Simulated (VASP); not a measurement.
BeC2: single point with PBE

Crystal: BeC2.

```xyz
3
Lattice="-1.9492 1.9492 2.3110 1.9492 -1.9492 2.3110 1.9492 1.9492 -2.3110" Properties=species:S:1:pos:R:3 pbc="T T T"
Be    0.0000    0.0000    0.0000
C     0.0000    0.0000    2.9335
C     0.0000    0.0000    1.6884
```

| Quantity | Value |
| --- | --- |
| Program | VASP 6.6.1 |
| Task | single point |
| Functional | PBE |
| Potentials or basis | VASP PAW PBE potentials, release 64 (Be, C) |
| Cutoff | 520 eV |
| k mesh | 8 × 8 × 8 |
| Occupations | gaussian, width 0.01 eV |
| Spin | no spin polarisation |
| Dipole correction | no |
| Further INCAR settings | ALGO = Fast; EDIFF = 1e-06; NBANDS = 12 |

| Item | Value |
| --- | --- |
| Pressure | 0.1 GPa |
| Largest force | 0.114 eV/Å |
| Band gap on the k mesh | 2.89 eV (least direct gap 3.34 eV) |

Forces on the atoms (eV/Å):
```
Be   0.000  0.000  0.000
C    0.000  0.000  0.114
C    0.000  0.000 -0.114
```

Stress tensor (GPa, compression positive):
```
-0.01  0.00  0.00
 0.00 -0.01  0.00
 0.00  0.00  0.28
```

Levels at points of the mesh, in eV from the valence-band top:
| k point | band 3 | band 4 | band 5 | band 6 | band 7 | band 8 |
| --- | --- | --- | --- | --- | --- | --- |
| (0.00, 0.00, 0.00) | -3.93 | 0.00 | 0.00 | 4.62 | 4.62 | 7.60 |
| (0.50, 0.00, 0.00) | -3.03 | -1.07 | -0.91 | 2.89 | 3.57 | 9.24 |
| (0.50, 0.50, 0.00) | -4.18 | -3.30 | -0.16 | 3.18 | 6.70 | 8.60 |
| (0.50, 0.50, 0.50) | -2.75 | -2.75 | -2.52 | 7.15 | 7.27 | 8.12 |

Wall time 11 s on 1 thread of Intel(R) Xeon(R) 6975P-C (Granite Rapids), on a shared host, peak memory 0.15 GiB.

A k mesh can miss the band edges.
